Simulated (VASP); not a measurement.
# BaPb (Fm-3m) in VASP: a series of runs, part 2 of 2

VASP 6.6.1. Earlier steps stand in the parts before.

## (4) Relaxation of cell and atoms, LDA, target pressure 20 GPa, at which the enthalpy is minimised

This run uses another cell than the first one, of 47.38 Å³/atom.

File INCAR:

```
ALGO     = Normal         # electronic algorithm
EDIFF    = 1E-7           # SCF threshold, eV
EDIFFG   = -0.01          # ionic threshold
ENCUT    = 500            # plane-wave cutoff, eV
GGA      = CA             # functional
GGA_COMPAT= F            
IBRION   = 2              # ionic algorithm
ISIF     = 3              # what is computed and relaxed
ISMEAR   = -1             # smearing method
LASPH    = T              # aspherical terms in the spheres
LCHARG   = F              # write CHGCAR
LREAL    = F              # projectors in reciprocal space
LWAVE    = F              # write WAVECAR
NELM     = 120            # most SCF steps
NELMIN   = 4            
NSW      = 60             # ionic steps
PREC     = Accurate       # precision mode
PSTRESS  = 200.0        
SIGMA    = 0.05           # smearing width, eV
```

File KPOINTS:

```
k-points
0
Gamma
  7 7 7
```

File POSCAR:

```
BaPb
1.0
    0.0000000000      3.6184900000      3.6184900000
    3.6184900000      0.0000000000      3.6184900000
    3.6184900000      3.6184900000      0.0000000000
Ba Pb
1 1
Direct
    0.0000000000      0.0000000000      0.0000000000
    0.5000000000      0.5000000000      0.5000000000
```

The run is started by

```bash
$ cat potpaw_LDA.64/Ba_sv/POTCAR potpaw_LDA.64/Pb_d/POTCAR > POTCAR
$ mpirun -np 1 vasp_std > vasp.out
```

Run time: 4.7 min. Hardware: 1 thread of Intel Xeon 8259CL, shared host; peak memory 0.23 GiB.

The run converged. Its results:

* Free energy: -5.6033 eV
* Relaxed volume: 29.71 Å³/atom
* Relaxed cell: a = 4.380 Å, b = 4.380 Å, c = 4.380 Å, α = 60.00°, β = 60.00°, γ = 60.00°
* Space group after relaxing (to 0.1 Å): Fm-3m (No. 225)
* Energy change on relaxing (the run minimises the enthalpy): +575.6 meV/atom
* Ionic steps: 16
* Pressure after relaxing: 20.0 GPa
* Band gap on the k mesh: zero (bands 12 and 13 overlap by 3.14 eV)

Step by step:
| step | energy change (eV) | largest force (eV/Å) | pressure (GPa) | volume (Å³) |
| --- | --- | --- | --- | --- |
| 1 | 0.0000 | 0.0000 | -2.04 | 94.76 |
| 2 | 16.2994 | 0.0000 | 250.84 | 30.53 |
| 3 | 0.7159 | 0.0000 | 14.55 | 63.49 |
| 4 | 0.9033 | 0.0000 | 16.93 | 61.58 |
| 5 | 1.1556 | 0.0000 | 20.10 | 59.39 |
| 6 | 1.0817 | 0.0000 | 19.20 | 60.00 |
| 7 | 1.0850 | 0.0000 | 19.22 | 59.97 |
| 8 | 1.0946 | 0.0000 | 19.34 | 59.89 |
| 9 | 1.0948 | 0.0000 | 19.34 | 59.89 |
| 10 | 1.0952 | 0.0000 | 19.35 | 59.88 |
| 11 | 1.0961 | 0.0000 | 19.35 | 59.88 |
| 12 | 1.0978 | 0.0000 | 19.37 | 59.86 |
| 13 | 1.1013 | 0.0000 | 19.42 | 59.83 |
| 14 | 1.1084 | 0.0000 | 19.51 | 59.78 |
| 15 | 1.1225 | 0.0000 | 19.69 | 59.66 |
| 16 | 1.1512 | 0.0000 | 20.04 | 59.43 |

Final structure:
```
CELL_PARAMETERS angstrom
0.00000 3.09734 3.09734
3.09734 0.00000 3.09734
3.09734 3.09734 0.00000
ATOMIC_POSITIONS crystal
Ba 0.00000 0.00000 0.00000
Pb 0.50000 0.50000 0.50000
```

Levels at points of the mesh, in eV from the Fermi level:
```csv
k point,band 7,band 8,band 9,band 10,band 11,band 12,band 13,band 14,band 15,band 16
"(0.00, 0.00, 0.00)",-12.18,-12.18,-12.18,-9.06,2.39,2.39,2.39,2.60,2.60,2.60
```

Caveat: the cell is relaxed towards a set pressure, so the run minimises the enthalpy, not the energy; the volume moved by over 15 % at a fixed basis, so the end points are rough; spin-orbit coupling is left out, which moves the levels of the heavy elements.

## (5) Relaxation of cell and atoms, LDA, target pressure 30 GPa, at which the enthalpy is minimised

This run uses another cell than the first one, of 47.38 Å³/atom.

File INCAR:

```
SYSTEM = BaPb
  PREC = Accurate
  ENCUT = 500
  EDIFF = 1E-7
  ISMEAR = -1
  SIGMA = 0.05
  LREAL = .FALSE.
  LASPH = .TRUE.
  NELM = 120
  ALGO = Normal
  ISIF = 3
  LWAVE = .FALSE.
  LCHARG = .FALSE.
  GGA = CA
  IBRION = 2
  NSW = 60
  EDIFFG = -0.01
  PSTRESS = 300.0
  GGA_COMPAT = .FALSE.
  NELMIN = 4
```

File KPOINTS:

```
Automatic mesh
0
G
  7 7 7
  0 0 0
```

POSCAR is that of step 4.

Potentials or basis: VASP PAW LDA potentials, release 64 (Ba_sv, Pb_d).

The run is started by

```bash
$ cat potpaw_LDA.64/Ba_sv/POTCAR potpaw_LDA.64/Pb_d/POTCAR > POTCAR
$ mpirun -np 1 vasp_std > vasp.out
```

OUTCAR:

```text
SYSTEM = BaPb
   PREC = Accurate
   ENCUT = 500
   EDIFF = 1E-7
   ISMEAR = -1
   LREAL = .FALSE.
   LASPH = .TRUE.
   NELM = 120
   ISIF = 3
   GGA = CA
   IBRION = 2
   NSW = 60
   EDIFFG = -0.01
   PSTRESS = 300.0
   NELMIN = 4

 ion  position               nearest neighbor table
   1  0.000  0.000  0.000-   2 3.62   2 3.62   2 3.62   2 3.62   2 3.62   2 3.62
   2  0.500  0.500  0.500-   1 3.62   1 3.62   1 3.62   1 3.62   1 3.62   1 3.62

  LATTYP: Found a face centered cubic cell.
 ALAT       =     7.2369800000

  Lattice vectors:

 A1 = (   0.0000000000,   3.6184900000,   3.6184900000)
 A2 = (   3.6184900000,   0.0000000000,   3.6184900000)
 A3 = (   3.6184900000,   3.6184900000,   0.0000000000)

Analysis of symmetry for initial positions (statically):
=====================================================================
 Subroutine PRICEL returns:
 Original cell was already a primitive cell.

 Routine SETGRP: Setting up the symmetry group for a
 face centered cubic supercell.

 Subroutine GETGRP returns: Found 48 space group operations
 (whereof 48 operations were pure point group operations)
 out of a pool of 48 trial point group operations.

The static configuration has the point symmetry O_h .

Analysis of symmetry for dynamics (positions and initial velocities):
=====================================================================
 Subroutine PRICEL returns:
 Original cell was already a primitive cell.

 Routine SETGRP: Setting up the symmetry group for a
 face centered cubic supercell.

 Subroutine GETGRP returns: Found 48 space group operations
 (whereof 48 operations were pure point group operations)
 out of a pool of 48 trial point group operations.

The dynamic configuration has the point symmetry O_h .

 Subroutine INISYM returns: Found 48 space group operations
[... 100 lines left out ...]
   POTIM  = 0.5000    time-step for ionic-motion
   TEBEG  =    0.0;   TEEND  =   0.0 temperature during run
   PSTRESS=  300.0 pullay stress
   NELECT =      24.0000    total number of electrons
   NUPDOWN=      -1.0000    fix difference up-down
   EMIN   =  10.00;   EMAX   =-10.00  energy-range for DOS
   EFERMI =   0.00;   METHOD = LEGACY
   ISMEAR =    -1;   SIGMA  =   0.05  broadening in eV -4-tet -1-fermi 0-gaus
   EFERMI_NEDOS =   21; number of points for ismear=-14 and -15
   IALGO  =     38    algorithm
   IMIX   =      4    mixing-type and parameters
     AMIX     =   0.40;   BMIX     =  1.00
     AMIX_MAG =   1.60;   BMIX_MAG =  1.00
  volume/ion in A,a.u.               =      47.38       319.73
  Fermi-wavevector in a.u.,A,eV,Ry     =   1.035797  1.957372 14.597349  1.072875
  Thomas-Fermi vector in A             =   2.170157
   LORBIT       =      0    0 simple, 1 ext, 2 COOP (PROOUT), +10 PAW based schemes
   GGA     = CA    functional components
   LHFCALC =     F    Hartree Fock is set to
   AEXX    =    0.0000 exact exchange contribution
   IVDW    =     0    specifies the selected vdW correction
   LEPSILON=     F    determine dielectric tensor
   LRPA    =     F    only Hartree local field effects (RPA)
 conjugate gradient relaxation of ions
 non-spin polarized calculation
  energy-cutoff  :      500.00
  volume of cell :       94.76
 maximum number of plane-waves:      2421
 NGX is ok and might be reduce to    40
   NGX = 19   NGY = 19   NGZ = 19

--------------------------------------- Ionic step        1  -------------------------------------------

 number of electron      24.0000002 magnetization

 Free energy of the ion-electron system (eV)
  ---------------------------------------------------
  ext. energy  EPLUGINS =         0.00000000
  ---------------------------------------------------
  free energy    TOTEN  =        -6.75450223 eV

  energy without entropy =       -6.70788859  energy(sigma->0) =       -6.73119541

------------------------ aborting loop because EDIFF is reached ----------------------------------------

  FORCE on cell =-STRESS in cart. coord.  units (eV):
  Direction    XX          YY          ZZ          XY          YZ          ZX
  --------------------------------------------------------------------------------------
  -------------------------------------------------------------------------------------
  Total       -1.2085653     -1.2085653     -1.2085653      0.0000000     -0.0000000      0.0000000
  in kB      -20.4347143    -20.4347143    -20.4347143      0.0000000     -0.0000000      0.0000000
  external PRESSURE =    -320.4347143 kB  Pullay stress =     300.0000000 kB
[... 1247 lines left out ...]
      3     -12.9914      2.00000
      4     -12.9430      2.00000
      5     -12.9379      2.00000
      6     -12.9268      2.00000
[... 8 lines left out ...]
     15       7.3804      0.00000
     16       8.6875      0.00000

[... ionic steps 4 to 7 ...]

--------------------------------------- Ionic step        8  -------------------------------------------

 number of electron      23.9999998 magnetization

------------------------ aborting loop because EDIFF is reached ----------------------------------------
[... 71 lines left out ...]
--------------------------------------- Ionic step       10  -------------------------------------------

 number of electron      23.9999999 magnetization

 Free energy of the ion-electron system (eV)
  ---------------------------------------------------
  ext. energy  EPLUGINS =         0.00000000
  ---------------------------------------------------
  free energy    TOTEN  =        -4.78758307 eV

  energy without entropy =       -4.74584974  energy(sigma->0) =       -4.76671640

 E-fermi :   6.2728     XC(G=0): -10.8447

 val. band max:        6.2633527760   @ k =  -0.4286   0.2857   0.0000
 cond. band min:       6.2892065752   @ k =   0.4286   0.2857   0.1429
 fundamental gap:      0.0258537992
 Fermi energy:         6.2727896545
[... 411 lines left out ...]
  energy  without entropy=       -4.7458497393  energy(sigma->0) =       -4.76671640

  enthalpy is  TOTEN    =         5.3489157247 eV   P V=       10.1364987941

 reached required accuracy - stopping structural energy minimisation
```

OSZICAR:

```text
N       E                     dE             d eps       ncg     rms          rms(c)
DAV:   1     0.207351726671E+03    0.20735E+03   -0.11132E+04   640   0.139E+03
DAV:   2     0.100899337773E+02   -0.19726E+03   -0.19421E+03   664   0.329E+02
DAV:   3    -0.632719689672E+01   -0.16417E+02   -0.16286E+02   848   0.107E+02
[... 113 lines left out ...]
DAV:   3    -0.478722084544E+01    0.11422E-01   -0.44188E-02   816   0.325E+00    0.957E-02
DAV:   4    -0.478744141807E+01   -0.22057E-03   -0.30843E-03   944   0.416E-01    0.548E-02
DAV:   5    -0.478755991993E+01   -0.11850E-03   -0.14292E-04  1048   0.189E-01    0.254E-02
DAV:   6    -0.478758253605E+01   -0.22616E-04   -0.34987E-05   928   0.612E-02    0.585E-03
DAV:   7    -0.478758307792E+01   -0.54187E-06   -0.29753E-06  1056   0.107E-02    0.211E-03
DAV:   8    -0.478758306943E+01    0.84879E-08   -0.34091E-07   720   0.106E-02
  10 F= 0.53489157E+01 E0= 0.53697824E+01  d E =-.264442E-02
```

Run time: 3.9 min. Hardware: 1 thread of Intel Xeon 8259CL, shared host; peak memory 0.26 GiB.

Results:

* Free energy: -4.7876 eV
* Relaxed volume: 27.07 Å³/atom
* Relaxed cell: a = 4.246 Å, b = 4.246 Å, c = 4.246 Å, α = 60.00°, β = 60.00°, γ = 60.00°
* Space group after relaxing (to 0.1 Å): Fm-3m (No. 225)
* Energy change on relaxing (the run minimises the enthalpy): +983.5 meV/atom
* Ionic steps: 10
* Pressure after relaxing: 30.0 GPa
* Band gap on the k mesh: zero (bands 12 and 13 overlap by 3.29 eV)

The path:
```
step  energy change (eV)  largest force (eV/Å)  pressure (GPa)  volume (Å³)
   1              0.0000                0.0000           -2.04        94.76
   2             96.2564                0.0000         2330.28        15.16
   3             -0.0623                0.0000            0.29        84.72
   4              0.0119                0.0000            3.21        77.47
   5              2.8098                0.0000           40.43        50.27
   6              1.7871                0.0000           27.78        55.13
   7              1.9567                0.0000           29.87        54.19
   8              2.0835                0.0000           31.39        53.53
   9              1.7891                0.0000           27.81        55.12
  10              1.9669                0.0000           29.99        54.13
```

Final structure:
```xyz
2
Lattice="0.0000 3.0025 3.0025 3.0025 0.0000 3.0025 3.0025 3.0025 0.0000" Properties=species:S:1:pos:R:3 pbc="T T T"
Ba    0.0000    0.0000    0.0000
Pb    3.0025    3.0025    3.0025
```

Caveat: the cell is relaxed towards a set pressure, so the run minimises the enthalpy, not the energy; the volume moved by over 15 % at a fixed basis, so the end points are rough; spin-orbit coupling is left out, which moves the levels of the heavy elements.

## (6) Overview

| task | cell | gap on the mesh (eV) | pressure (GPa) |
| --- | --- | --- | --- |
| single point | a = 4.229 Å, angles 60.0°, 2 atoms | none | 31.5 |
| single point | a = 4.364 Å, angles 60.0°, 2 atoms | none | 21.0 |
| relaxation of cell and atoms | relaxed to 20 GPa from a = 5.117 Å, angles 60.0°, 2 atoms | none | 20.0 |
| relaxation of cell and atoms | relaxed to 30 GPa from a = 5.117 Å, angles 60.0°, 2 atoms | none | 30.0 |

Alike in all rows: level LDA; potentials or basis VASP PAW LDA potentials, release 64 (Ba_sv, Pb_d); no spin polarisation; k mesh 7 × 7 × 7; cutoff (eV) 500; smearing fermi-dirac 0.05 eV.

Caveats: spin-orbit coupling is left out, which moves the levels of the heavy elements; the cell stands under pressure (at least some runs); the cell is relaxed towards a set pressure, so the run minimises the enthalpy, not the energy (at least some runs); the volume moved by over 15 % at a fixed basis, so the end points are rough (at least some runs).

Absolute energies hang on the potentials; compare differences alone.

The gap in the log of VASP goes by the Fermi energy; the results here count the filled bands.